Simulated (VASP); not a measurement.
Runs of VASP 6.6.1 on K. The structure is that of space group Im-3m (No. 229), or close to it. The cells are those of the table. 

```tsv
cell	gap on the mesh (eV)	pressure (GPa)
a = 4.525 Å, angles 109.5°, 1 atom	none	0.0
a = 4.401 Å, angles 109.5°, 1 atom	none	(a)
a = 4.464 Å, angles 109.5°, 1 atom	none	0.1
a = 4.643 Å, angles 109.5°, 1 atom	none	-0.3
a = 4.585 Å, angles 109.5°, 1 atom	none	-0.2
a = 4.336 Å, angles 109.5°, 1 atom	none	(b)
a = 4.699 Å, angles 109.5°, 1 atom	none	-0.4
```

Alike in all rows: task single point; level PBEsol; potentials or basis VASP PAW PBE potentials, release 64 (K_sv); no spin polarisation; k mesh 14 × 14 × 14; cutoff (eV) 520; smearing fermi-dirac 0.1 eV.

Task: Fill in the values left out.

Result: (a) 0.3; (b) 0.6.

Caveats: the PAW data sets were made with another functional, which shifts forces and pressure a little.

A gap of «none» marks levels without a gap at the run's occupations.
